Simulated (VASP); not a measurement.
# Se (R-3m) in VASP: single point with PBEsol

Aim: the single point of Se with PBEsol.

Program: VASP 6.6.1. These are calculated values, not measurements. Logs are shortened: lines on timing, memory, paths and dates and some standing lists are left out, and cuts for length are marked.

### 1 The cell of the first run

It takes space group R-3m (No. 166, trigonal). Conventional cell: a = 3.692 Å, b = 3.692 Å, c = 18.004 Å, α = 90.00°, β = 90.00°, γ = 120.00°. Se (site symmetry -3m) has 6 Se at 2.65 Å within 3.5 Å. Se (site symmetry 3m) has 15 Se at 2.65 to 3.80 Å within 3.8 Å.

### 2 Single point, PBEsol

Input file INCAR:

```
SYSTEM = Se
ALGO = Normal ; EDIFF = 1E-7
ENCUT = 520 ; GGA = PS
ISIF = 2 ; ISMEAR = 0
LASPH = .True. ; LCHARG = .False.
LREAL = .False. ; LWAVE = .False.
NBANDS = 16 ; NELM = 80
PREC = Accurate ; SIGMA = 0.1
```

Input file KPOINTS:

```
k-points
0
Gamma
  15 15 15
  0 0 0
```

Input file POSCAR:

```
Se
1.0
    1.8461949795      1.0659011684      6.0012259416
   -1.8461949795      1.0659011684      6.0012259416
    0.0000000000     -2.1318023368      6.0012259416
Se
3
Direct
    0.0000000000      0.0000000000      0.0000000000
    0.2461275186      0.2461275186      0.2461275186
    0.7538724814      0.7538724814      0.7538724814
```

Potentials or basis: VASP PAW PBE potentials, release 64 (Se).

Started as:

```sh
$ cat potpaw_PBE.64/Se/POTCAR > POTCAR
$ mpirun -np 1 vasp_std > vasp.out
```

OUTCAR:

```text
SYSTEM = Se
   EDIFF = 1E-7
   ENCUT = 520
   GGA = PS
   ISIF = 2
   ISMEAR = 0
   LASPH = .True.
   LREAL = .False.
   NELM = 80
   PREC = Accurate

 ion  position               nearest neighbor table
   1  0.000  0.000  0.000-   3 2.65   3 2.65   2 2.65   2 2.65   3 2.65   2 2.65
   2  0.246  0.246  0.246-   1 2.65   1 2.65   1 2.65
   3  0.754  0.754  0.754-   1 2.65   1 2.65   1 2.65

  LATTYP: Found a trigonal (rhomboedric) cell.
 ALAT       =     6.3686179039
 COS(alpha) =     0.8319282430

  Lattice vectors:

 A1 = (   1.8461949795,   1.0659011684,   6.0012259416)
 A2 = (  -1.8461949795,   1.0659011684,   6.0012259416)
 A3 = (   0.0000000000,  -2.1318023368,   6.0012259416)

Analysis of symmetry for initial positions (statically):
=====================================================================
 Subroutine PRICEL returns:
 Original cell was already a primitive cell.

 Routine SETGRP: Setting up the symmetry group for a
 trigonal (rhombohedral) supercell.

 Subroutine GETGRP returns: Found 12 space group operations
 (whereof 12 operations were pure point group operations)
 out of a pool of 12 trial point group operations.

The static configuration has the point symmetry D_3d.

Analysis of symmetry for dynamics (positions and initial velocities):
=====================================================================
 Subroutine PRICEL returns:
 Original cell was already a primitive cell.

 Routine SETGRP: Setting up the symmetry group for a
 trigonal (rhombohedral) supercell.

 Subroutine GETGRP returns: Found 12 space group operations
 (whereof 12 operations were pure point group operations)
 out of a pool of 12 trial point group operations.

The dynamic configuration has the point symmetry D_3d.

 Subroutine INISYM returns: Found 12 space group operations
 (whereof 12 operations are pure point group operations),
 and found     1 'primitive' translations

----------------------------------------------------------------------------------------

                                     Primitive cell

  volume of cell :      70.8575

  direct lattice vectors                    reciprocal lattice vectors
     1.846194980  1.065901168  6.001225942     0.270827299  0.156362214  0.055544207
    -1.846194980  1.065901168  6.001225942    -0.270827299  0.156362214  0.055544207
     0.000000000 -2.131802337  6.001225942     0.000000000 -0.312724428  0.055544207

  length of vectors
     6.368617904  6.368617904  6.368617904     0.317618839  0.317618839  0.317618839
[... 84 lines left out ...]
   LREAL  =      F    real-space projection
   EDIFFG = 0.1E-05   stopping-criterion for IOM
   NSW    =      0    number of steps for IOM
   IBRION =     -1    ionic relax: 0-MD 1-quasi-New 2-CG
   NFREE  =      0    steps in history (QN), initial steepest desc. (CG)
   ISIF   =      2    stress and relaxation
   ISYM   =      2    0-nonsym 1-usesym 2-fastsym
   POTIM  = 0.5000    time-step for ionic-motion
   TEBEG  =    0.0;   TEEND  =   0.0 temperature during run
   PSTRESS=    0.0 pullay stress
   NELECT =      18.0000    total number of electrons
   NUPDOWN=      -1.0000    fix difference up-down
   EMIN   =  10.00;   EMAX   =-10.00  energy-range for DOS
   EFERMI =   0.00;   METHOD = LEGACY
   ISMEAR =     0;   SIGMA  =   0.10  broadening in eV -4-tet -1-fermi 0-gaus
   EFERMI_NEDOS =   21; number of points for ismear=-14 and -15
   IALGO  =     38    algorithm
   IMIX   =      4    mixing-type and parameters
     AMIX     =   0.40;   BMIX     =  1.00
     AMIX_MAG =   1.60;   BMIX_MAG =  1.00
  volume/ion in A,a.u.               =      23.62       159.39
  Fermi-wavevector in a.u.,A,eV,Ry     =   1.036821  1.959307 14.626231  1.074998
  Thomas-Fermi vector in A             =   2.171230
   LORBIT       =      0    0 simple, 1 ext, 2 COOP (PROOUT), +10 PAW based schemes
   GGA     = PS    functional components
   LHFCALC =     F    Hartree Fock is set to
   AEXX    =    0.0000 exact exchange contribution
   IVDW    =     0    specifies the selected vdW correction
   LEPSILON=     F    determine dielectric tensor
   LRPA    =     F    only Hartree local field effects (RPA)
 non-spin polarized calculation
 Gauss-broadening in eV      SIGMA  =   0.10
  energy-cutoff  :      520.00
  volume of cell :       70.86
 maximum number of plane-waves:      1931
   NGX = 23   NGY = 23   NGZ = 23

 number of electron      17.9999998 magnetization

 Free energy of the ion-electron system (eV)
  ---------------------------------------------------
  ext. energy  EPLUGINS =         0.00000000
  ---------------------------------------------------
  free energy    TOTEN  =       -11.18704762 eV

  energy without entropy =      -11.18696141  energy(sigma->0) =      -11.18700451

 E-fermi :   3.9186     XC(G=0):  -9.7747

 val. band max:        3.7835342000   @ k =   0.3333   0.2000   0.2000
 cond. band min:       3.9644688441   @ k =   0.4667   0.4667   0.4667
 fundamental gap:      0.1809346441
 Fermi energy:         3.9186447618

 k-point     1 :       0.0000    0.0000    0.0000
  band No.  band energies     occupation
      1     -12.6766      2.00000
      2      -9.1527      2.00000
      3      -6.7288      2.00000
      4       0.9564      2.00000
      5       0.9564      2.00000
      6       1.5318      2.00000
[... 433 lines left out ...]
      3      -6.8735      2.00000
      4      -0.9189      2.00000
      5      -0.1148      2.00000
      6       0.6496      2.00000
[... 8 lines left out ...]
     15      12.0508      0.00000
     16      12.3062      0.00000

 [... further k-points ...]

------------------------ aborting loop because EDIFF is reached ----------------------------------------

  FORCE on cell =-STRESS in cart. coord.  units (eV):
  Direction    XX          YY          ZZ          XY          YZ          ZX
  --------------------------------------------------------------------------------------
  -------------------------------------------------------------------------------------
  Total        0.0329536      0.0329536      0.0442882      0.0000000     -0.0000000      0.0000000
  in kB        0.7451235      0.7451235      1.0014120      0.0000000     -0.0000000      0.0000000
  external PRESSURE =       0.8305530 kB  Pullay stress =       0.0000000 kB

 VOLUME and BASIS-vectors are now :
 -----------------------------------------------------------------------------
  energy-cutoff  :      520.00
  volume of cell :       70.86
      direct lattice vectors                 reciprocal lattice vectors
     1.846194980  1.065901168  6.001225942     0.270827299  0.156362214  0.055544207
    -1.846194980  1.065901168  6.001225942    -0.270827299  0.156362214  0.055544207
     0.000000000 -2.131802337  6.001225942     0.000000000 -0.312724428  0.055544207

 POSITION                                       TOTAL-FORCE (eV/Angst)
 -----------------------------------------------------------------------------------
      0.00000      0.00000      0.00000         0.000000     -0.000000     -0.000000
      0.00000      0.00000      4.43120         0.000000      0.000000     -0.013331
      0.00000      0.00000     13.57248         0.000000      0.000000      0.013331
 -----------------------------------------------------------------------------------
    total drift:                               -0.000000      0.000000     -0.000000

  FREE ENERGIE OF THE ION-ELECTRON SYSTEM (eV)
  ---------------------------------------------------
  free  energy   TOTEN  =       -11.1870476159 eV

  energy  without entropy=      -11.1869614072  energy(sigma->0) =      -11.18700451
```

OSZICAR:

```text
N       E                     dE             d eps       ncg     rms          rms(c)
DAV:   1     0.732220059184E+02    0.73222E+02   -0.75492E+03 11008   0.962E+02
DAV:   2    -0.711801108597E+01   -0.80340E+02   -0.76204E+02 15032   0.157E+02
DAV:   3    -0.113736274386E+02   -0.42556E+01   -0.42397E+01 13520   0.386E+01
DAV:   4    -0.113995872579E+02   -0.25960E-01   -0.25954E-01 14696   0.357E+00
DAV:   5    -0.113997479083E+02   -0.16065E-03   -0.16065E-03 13888   0.275E-01    0.816E+00
DAV:   6    -0.111827526964E+02    0.21700E+00   -0.34749E-01 12312   0.431E+00    0.522E+00
DAV:   7    -0.111869350628E+02   -0.41824E-02   -0.11142E-01 12368   0.180E+00    0.262E+00
DAV:   8    -0.111874870352E+02   -0.55197E-03   -0.39961E-03 15008   0.431E-01    0.172E-01
DAV:   9    -0.111870605403E+02    0.42649E-03   -0.11103E-03 13208   0.237E-01    0.866E-02
DAV:  10    -0.111870496064E+02    0.10934E-04   -0.16427E-04 14928   0.793E-02    0.115E-02
DAV:  11    -0.111870477122E+02    0.18942E-05   -0.21106E-05 13032   0.290E-02    0.142E-02
DAV:  12    -0.111870477338E+02   -0.21638E-07   -0.16817E-06 14840   0.792E-03    0.629E-03
DAV:  13    -0.111870476065E+02    0.12731E-06   -0.61183E-07 13296   0.467E-03    0.262E-03
DAV:  14    -0.111870476159E+02   -0.94672E-08   -0.49049E-08  8080   0.167E-03
   1 F= -.11187048E+02 E0= -.11187005E+02  d E =-.862088E-04
```

stdout:

```text
POSCAR found type information on POSCAR Se
 POSCAR found :  1 types and       3 ions
 scaLAPACK will be used
 -----------------------------------------------------------------------------
|                                                                             |
|                                                                             |
|     You enforced a specific xc type in the INCAR file but a different       |
|     I HOPE YOU KNOW WHAT YOU ARE DOING!                                     |
|                                                                             |
 -----------------------------------------------------------------------------

 LDA part: xc-table for (Slater+PW92), standard interpolation
 POSCAR, INCAR and KPOINTS ok, starting setup
 FFT: planning ... GRIDC
 FFT: planning ... GRID_SOFT
 FFT: planning ... GRID
 WAVECAR not read
 entering main loop
```

It took 26 min on 1 thread of Intel Xeon 8259CL, shared host; peak memory 0.54 GiB.

What came out:

```
Free energy            : -11.1870 eV
Pressure               : 0.1 GPa
Largest force          : 0.013 eV/Å
Band gap on the k mesh : 0.18 eV (least direct gap 0.47 eV)
```

Forces in eV/Å, atoms in the order of the input:
```
Se   0.000  0.000  0.000
Se   0.000  0.000 -0.013
Se   0.000  0.000  0.013
```

Caveat: semilocal functionals underestimate gaps, and a narrow one can read as zero; the PAW data sets were made with another functional, which shifts forces and pressure a little. A k mesh can miss the band edges.
